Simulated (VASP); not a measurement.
# Zr3SeS2 in VASP: single point with PBE

Aim: the single point of Zr3SeS2 with PBE.

All numbers are computed with VASP 6.6.1; they aren't measurements. Logs are shortened: lines on timing, memory, paths and dates and some standing lists are left out, and cuts for length are marked.

## Step 1: The cell of the first run

The typed cell holds 6 atoms: a = 3.504 Å, b = 3.504 Å, c = 10.516 Å, α = 90.00°, β = 90.00°, γ = 120.00°.

## Step 2: Single point, PBE

File INCAR:

```
PREC = Accurate ; ENCUT = 520
EDIFF = 1E-6 ; ISMEAR = 0
SIGMA = 0.1 ; LREAL = F
LASPH = T ; NELM = 60
ALGO = Normal ; ISIF = 2
LWAVE = F ; LCHARG = T
GGA = PE ; LELF = T
LVHAR = T ; NBANDS = 36
```

File KPOINTS:

```
Automatic mesh
0
Gamma
  6 6 4
```

File POSCAR:

```
Zr3SeS2
1.0
    3.5041143251      0.0000000000      0.0000000000
   -1.7520571626      3.0346520233      0.0000000000
    0.0000000000      0.0000000000     10.5162434616
Zr Se S
3 1 2
Direct
    0.0000000000      0.0000000000      0.5933006801
    0.0000000000      0.0000000000      0.2400330063
    0.3333333333      0.6666666667      0.9166664656
    0.3333333333      0.6666666667      0.4166756480
    0.6666666667      0.3333333333      0.7574222464
    0.6666666667      0.3333333333      0.0759040337
```

Potentials or basis: VASP PAW PBE potentials, release 64 (Zr_sv, Se, S).

Command:

```bash
$ cat potpaw_PBE.64/Zr_sv/POTCAR potpaw_PBE.64/Se/POTCAR potpaw_PBE.64/S/POTCAR > POTCAR
$ mpirun -np 1 vasp_std > vasp.out
```

OUTCAR:

```text
PREC = Accurate
   ENCUT = 520
   EDIFF = 1E-6
   ISMEAR = 0
   LREAL = F
   LASPH = T
   NELM = 60
   ISIF = 2
   GGA = PE

 ion  position               nearest neighbor table
   1  0.000  0.000  0.593-   5 2.66   5 2.66   5 2.66   4 2.75   4 2.75   4 2.75   2 3.72
   2  0.000  0.000  0.240-   6 2.66   6 2.66   6 2.66   4 2.75   4 2.75   4 2.75   1 3.72
   3  0.333  0.667  0.917-   6 2.63   6 2.63   6 2.63   5 2.63   5 2.63   5 2.63
   4  0.333  0.667  0.417-   1 2.75   1 2.75   1 2.75   2 2.75   2 2.75   2 2.75
   5  0.667  0.333  0.757-   3 2.63   3 2.63   3 2.63   1 2.66   1 2.66   1 2.66
   6  0.667  0.333  0.076-   3 2.63   3 2.63   3 2.63   2 2.66   2 2.66   2 2.66

  LATTYP: Found a hexagonal cell.
 ALAT       =     3.5041143251
 C/A-ratio  =     3.0011131162

  Lattice vectors:

 A1 = (   3.5041143251,   0.0000000000,   0.0000000000)
 A2 = (  -1.7520571626,   3.0346520233,   0.0000000000)
 A3 = (   0.0000000000,   0.0000000000,  10.5162434616)

Analysis of symmetry for initial positions (statically):
=====================================================================
 Subroutine PRICEL returns:
 Original cell was already a primitive cell.

 Routine SETGRP: Setting up the symmetry group for a
 hexagonal supercell.

 Subroutine GETGRP returns: Found  6 space group operations
 (whereof  6 operations were pure point group operations)
 out of a pool of 24 trial point group operations.

The static configuration has the point symmetry C_3v.

Analysis of symmetry for dynamics (positions and initial velocities):
=====================================================================
 Subroutine PRICEL returns:
 Original cell was already a primitive cell.

 Routine SETGRP: Setting up the symmetry group for a
 hexagonal supercell.

 Subroutine GETGRP returns: Found  6 space group operations
 (whereof  6 operations were pure point group operations)
 out of a pool of 24 trial point group operations.

The dynamic configuration has the point symmetry C_3v.

 Subroutine INISYM returns: Found  6 space group operations
 (whereof  6 operations are pure point group operations),
 and found     1 'primitive' translations

----------------------------------------------------------------------------------------

                                     Primitive cell

  volume of cell :     111.8273

  direct lattice vectors                    reciprocal lattice vectors
     3.504114325  0.000000000  0.000000000     0.285378817  0.164763537  0.000000000
    -1.752057163  3.034652023  0.000000000     0.000000000  0.329527073  0.000000000
     0.000000000  0.000000000 10.516243462     0.000000000  0.000000000  0.095090990

  length of vectors
     3.504114325  3.504114325 10.516243462     0.329527073  0.329527073  0.095090990

  position of ions in fractional coordinates (direct lattice)
     0.000000000  0.000000000  0.593300680
     0.000000000  0.000000000  0.240033006
     0.333333333  0.666666667  0.916666466
     0.333333333  0.666666667  0.416675648
     0.666666667  0.333333333  0.757422246
     0.666666667  0.333333333  0.075904034

  ion indices of the primitive-cell ions
   primitive index   ion index
                 1           1
                 2           2
                 3           3
                 4           4
                 5           5
                 6           6

----------------------------------------------------------------------------------------

 KPOINTS: Automatic mesh

Automatic generation of k-mesh.
 Grid dimensions read from file:
 generate k-points for:    6    6    4

 Generating k-lattice:

  Cartesian coordinates                     Fractional coordinates (reciprocal lattice)
     0.047563136  0.027460589  0.000000000     0.166666667  0.000000000  0.000000000
     0.000000000  0.054921179  0.000000000     0.000000000  0.166666667  0.000000000
     0.000000000  0.000000000  0.023772747     0.000000000  0.000000000  0.250000000

  Length of vectors
     0.054921179  0.054921179  0.023772747

  Shift w.r.t. Gamma in fractional coordinates (k-lattice)
     0.000000000  0.000000000  0.000000000

 Subroutine IBZKPT returns following result:
 ===========================================

 Found     24 irreducible k-points:

 Following reciprocal coordinates:
            Coordinates               Weight
  0.000000  0.000000  0.000000      1.000000
  0.166667  0.000000  0.000000      6.000000
  0.333333  0.000000  0.000000      6.000000
  0.500000  0.000000  0.000000      3.000000
  0.166667  0.166667  0.000000      6.000000
  0.333333  0.166667  0.000000     12.000000
[... 16 lines left out ...]
  0.333333  0.166667  0.500000     12.000000
  0.333333  0.333333  0.500000      2.000000
   k-points           NKPTS =     24   k-points in BZ     NKDIM =     24   number of bands    NBANDS=     36
   number of dos      NEDOS =    301   number of ions     NIONS =      6
   total plane-waves  NPLWV =  62720
   dimension x,y,z NGX =    28 NGY =   28 NGZ =   80
   dimension x,y,z NGXF=    56 NGYF=   56 NGZF=  160
   ions per type =               3   1   2
   NGX,Y,Z   is equivalent  to a cutoff of  13.28, 13.28, 12.65 a.u.
   NGXF,Y,Z  is equivalent  to a cutoff of  26.57, 26.57, 25.29 a.u.
 SYSTEM =  unknown system
   PREC   = accura    normal or accurate (medium, high low for compatibility)
   ISTART =      0    job   : 0-new  1-cont  2-samecut
   ICHARG =      2    charge: 1-file 2-atom 10-const
   ISPIN  =      1    spin polarized calculation?
   LNONCOLLINEAR =      F non collinear calculations
   LSORBIT =      F    spin-orbit coupling
   LASPH  =      T    aspherical Exc in radial PAW
   ENCUT  =  520.0 eV  38.22 Ry    6.18 a.u.   6.52  6.52 19.55*2*pi/ulx,y,z
   NELM   =     60;   NELMIN=  2; NELMDL= -5     # of ELM steps
   EDIFF  = 0.1E-05   stopping-criterion for ELM
   LREAL  =      F    real-space projection
   EDIFFG = 0.1E-04   stopping-criterion for IOM
   NSW    =      0    number of steps for IOM
   IBRION =     -1    ionic relax: 0-MD 1-quasi-New 2-CG
   NFREE  =      0    steps in history (QN), initial steepest desc. (CG)
   ISIF   =      2    stress and relaxation
   ISYM   =      2    0-nonsym 1-usesym 2-fastsym
   POTIM  = 0.5000    time-step for ionic-motion
   TEBEG  =    0.0;   TEEND  =   0.0 temperature during run
   PSTRESS=    0.0 pullay stress
   NELECT =      54.0000    total number of electrons
   NUPDOWN=      -1.0000    fix difference up-down
   EMIN   =  10.00;   EMAX   =-10.00  energy-range for DOS
   EFERMI =   0.00;   METHOD = LEGACY
   ISMEAR =     0;   SIGMA  =   0.10  broadening in eV -4-tet -1-fermi 0-gaus
   EFERMI_NEDOS =   21; number of points for ismear=-14 and -15
   IALGO  =     38    algorithm
   IMIX   =      4    mixing-type and parameters
     AMIX     =   0.40;   BMIX     =  1.00
     AMIX_MAG =   1.60;   BMIX_MAG =  1.00
  volume/ion in A,a.u.               =      18.64       125.77
  Fermi-wavevector in a.u.,A,eV,Ry     =   1.284370  2.427107 22.444256  1.649606
  Thomas-Fermi vector in A             =   2.416568
   LORBIT       =      0    0 simple, 1 ext, 2 COOP (PROOUT), +10 PAW based schemes
   GGA     = PE    functional components
   LHFCALC =     F    Hartree Fock is set to
   AEXX    =    0.0000 exact exchange contribution
   IVDW    =     0    specifies the selected vdW correction
   LEPSILON=     F    determine dielectric tensor
   LRPA    =     F    only Hartree local field effects (RPA)
 non-spin polarized calculation
 Gauss-broadening in eV      SIGMA  =   0.10
  energy-cutoff  :      520.00
  volume of cell :      111.83
 maximum number of plane-waves:      3075
 NGX is ok and might be reduce to    28
   NGX = 13   NGY = 13   NGZ = 39

 number of electron      54.0000000 magnetization

 Free energy of the ion-electron system (eV)
  ---------------------------------------------------
  ext. energy  EPLUGINS =         0.00000000
  ---------------------------------------------------
  free energy    TOTEN  =       -45.46220843 eV

  energy without entropy =      -45.44908450  energy(sigma->0) =      -45.45564647

 E-fermi :  10.0957     XC(G=0): -11.2893

 val. band max:       10.0941264154   @ k =   0.3333   0.3333   0.0000
 cond. band min:      10.1249696099   @ k =   0.1667   0.0000   0.5000
 fundamental gap:      0.0308431945
 Fermi energy:        10.0956515271

 k-point     1 :       0.0000    0.0000    0.0000
  band No.  band energies     occupation
      1     -39.6585      2.00000
      2     -39.6156      2.00000
      3     -39.6114      2.00000
      4     -17.9902      2.00000
      5     -17.8720      2.00000
      6     -17.7311      2.00000
[... 28 lines left out ...]
     35      11.0321      0.00000
     36      12.0579      0.00000

 k-point     2 :       0.1667    0.0000    0.0000
  band No.  band energies     occupation
      1     -39.6500      2.00000
      2     -39.6073      2.00000
      3     -39.6031      2.00000
      4     -17.9612      2.00000
      5     -17.8481      2.00000
      6     -17.7193      2.00000
[... 28 lines left out ...]
     35      11.8573      0.00000
     36      12.4327      0.00000

 k-point     3 :       0.3333    0.0000    0.0000
  band No.  band energies     occupation
      1     -39.6329      2.00000
      2     -39.5907      2.00000
      3     -39.5865      2.00000
      4     -17.9058      2.00000
      5     -17.8336      2.00000
      6     -17.7866      2.00000
[... 28 lines left out ...]
     35      12.5543      0.00000
     36      12.5964      0.00000
[... 742 lines left out ...]
 k-point    23 :       0.3333    0.1667    0.5000
  band No.  band energies     occupation
      1     -39.6244      2.00000
      2     -39.5824      2.00000
      3     -39.5782      2.00000
      4     -17.8868      2.00000
      5     -17.8542      2.00000
      6     -17.8214      2.00000
[... 28 lines left out ...]
     35      13.1506      0.00000
     36      13.3469      0.00000

 k-point    24 :       0.3333    0.3333    0.5000
  band No.  band energies     occupation
      1     -39.6201      2.00000
      2     -39.5782      2.00000
      3     -39.5740      2.00000
      4     -17.8624      2.00000
      5     -17.8123      2.00000
      6     -17.7674      2.00000
[... 28 lines left out ...]
     35      12.7090      0.00000
     36      13.4229      0.00000

------------------------ aborting loop because EDIFF is reached ----------------------------------------

  FORCE on cell =-STRESS in cart. coord.  units (eV):
  Direction    XX          YY          ZZ          XY          YZ          ZX
  --------------------------------------------------------------------------------------
  -------------------------------------------------------------------------------------
  Total       -0.0051365     -0.0051365      0.1272566      0.0000000      0.0000000     -0.0000000
  in kB       -0.0735915     -0.0735915      1.8232366      0.0000000      0.0000000     -0.0000000
  external PRESSURE =       0.5586845 kB  Pullay stress =       0.0000000 kB

 VOLUME and BASIS-vectors are now :
 -----------------------------------------------------------------------------
  energy-cutoff  :      520.00
  volume of cell :      111.83
      direct lattice vectors                 reciprocal lattice vectors
     3.504114325  0.000000000  0.000000000     0.285378817  0.164763537  0.000000000
    -1.752057163  3.034652023  0.000000000     0.000000000  0.329527073  0.000000000
     0.000000000  0.000000000 10.516243462     0.000000000  0.000000000  0.095090990

 POSITION                                       TOTAL-FORCE (eV/Angst)
 -----------------------------------------------------------------------------------
      0.00000      0.00000      6.23929         0.000000      0.000000      0.016564
      0.00000      0.00000      2.52425         0.000000      0.000000     -0.016116
     -0.00000      2.02310      9.63989        -0.000000      0.000000     -0.000247
     -0.00000      2.02310      4.38186         0.000000     -0.000000     -0.000914
      1.75206      1.01155      7.96524        -0.000000      0.000000     -0.005682
      1.75206      1.01155      0.79823         0.000000     -0.000000      0.006395
 -----------------------------------------------------------------------------------
    total drift:                                0.000000     -0.000000     -0.000111

  FREE ENERGIE OF THE ION-ELECTRON SYSTEM (eV)
  ---------------------------------------------------
  free  energy   TOTEN  =       -45.4622084294 eV

  energy  without entropy=      -45.4490845017  energy(sigma->0) =      -45.45564647
```

It took 56 s on 1 thread of Intel Xeon 6975P-C (Granite Rapids), shared host; peak memory 0.28 GiB.

Results:

| Property | Result |
| --- | --- |
| Free energy | -45.4622 eV |
| Pressure | 0.1 GPa |
| Largest force | 0.017 eV/Å |
| Band gap on the k mesh | zero (band 27 reaches 10.30 eV, above the bottom of band 28 at 9.58 eV) |

Forces in eV/Å, atoms in the order of the input:
```
Zr   0.000  0.000  0.017
Zr   0.000  0.000 -0.016
Zr   0.000  0.000  0.000
Se   0.000  0.000 -0.001
S    0.000  0.000 -0.006
S    0.000  0.000  0.006
```

Stress tensor (GPa, compression positive):
```
-0.01  0.00  0.00
 0.00 -0.01  0.00
 0.00  0.00  0.18
```
